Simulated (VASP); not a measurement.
C, 2 atoms in the cell. The structure is cubic, space group Fd-3m (No. 227). The conventional cell has a = 3.644 Å, b = 3.644 Å, c = 3.644 Å, α = 90.00°, β = 90.00°, γ = 90.00°. C (site symmetry -43m) has 4 C at 1.58 Å within 2.1 Å.  This cell differs from its parent crystal: strained.

- Program: VASP 6.6.1
- Task: single point
- Functional: PBE
- Potentials or basis: VASP PAW PBE potentials, release 64 (C)
- Cutoff: 600 eV
- k mesh: 12 × 12 × 12
- Occupations: gaussian, width 0.02 eV
- Spin: no spin polarisation
- Dipole correction: no
- Further INCAR settings: ALGO = Normal; EDIFF = 1e-06; NBANDS = 11

Potentials or basis: VASP PAW PBE potentials, release 64 (C).

Command:

```sh
$ cat potpaw_PBE.64/C/POTCAR > POTCAR
$ mpirun -np 1 vasp_std > vasp.out
```

Hardware: 1 thread of Intel(R) Xeon(R) Platinum 8375C CPU @ 2.90GHz (Ice Lake), with other jobs on the host.

Problem. Estimate the wall time of this run.

Solution. Run time: 7.1 s on 1 thread of Intel(R) Xeon(R) Platinum 8375C CPU @ 2.90GHz (Ice Lake), on a shared host, peak memory 0.13 GiB. Counts: scf iterations 11, k points 72.
